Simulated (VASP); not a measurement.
# Ti4Ge: single point with PBE

Ti4Ge:

```
CELL_PARAMETERS angstrom
2.97118 0.00000 0.00000
-1.48559 2.57312 0.00000
0.00000 0.00000 11.22019
ATOMIC_POSITIONS crystal
Ti 0.33333 0.66667 0.19465
Ti 0.66667 0.33333 0.39435
Ti 0.33333 0.66667 0.60565
Ti 0.66667 0.33333 0.80535
Ge 0.00000 0.00000 0.00000
```

The cell was generated, and may not be a known phase.

| Quantity | Value |
| --- | --- |
| Program | VASP 6.6.1 |
| Task | single point |
| Functional | PBE |
| Potentials or basis | VASP PAW PBE potentials, release 64 (Ti_sv, Ge_d) |
| Cutoff | 620 eV |
| k mesh | 12 × 12 × 4 |
| Occupations | gaussian, width 0.1 eV |
| Spin | no spin polarisation |
| Dipole correction | no |
| Second try | not_converged |
| Further INCAR settings | ALGO = All; EDIFF = 1e-06; NBANDS = 39 |

The pressure is -0.2 GPa and the largest force is 0.011 eV/Å. The band gap on the k mesh is zero (bands 31 and 32 overlap by 1.37 eV).

Forces in eV/Å, atoms in the order of the input:
```
Ti   0.000  0.000  0.011
Ti   0.000  0.000  0.004
Ti   0.000  0.000 -0.004
Ti   0.000  0.000 -0.011
Ge   0.000  0.000  0.000
```

Levels at points of the mesh, in eV from the Fermi level:
| k point | band 27 | band 28 | band 29 | band 30 | band 31 | band 32 | band 33 | band 34 | band 35 | band 36 |
| --- | --- | --- | --- | --- | --- | --- | --- | --- | --- | --- |
| (0.00, 0.00, 0.00) | -1.35 | 0.24 | 0.54 | 0.61 | 0.61 | 0.65 | 0.65 | 0.72 | 0.72 | 0.92 |
| (0.50, 0.00, 0.00) | -2.12 | -1.18 | -1.00 | -0.82 | -0.78 | 0.42 | 0.76 | 1.00 | 1.09 | 1.19 |
| (0.00, 0.00, 0.50) | -1.24 | 0.32 | 0.55 | 0.58 | 0.58 | 0.65 | 0.65 | 0.78 | 0.78 | 0.91 |
| (0.50, 0.00, 0.50) | -1.97 | -1.74 | -1.04 | -0.75 | -0.40 | 0.58 | 0.73 | 0.74 | 1.02 | 1.10 |

It took 4.4 min on 4 MPI ranks on Intel(R) Xeon(R) Platinum 8259CL CPU @ 2.50GHz (Skylake/Cascade Lake) (shared host), peak memory 0.64 GiB a rank.
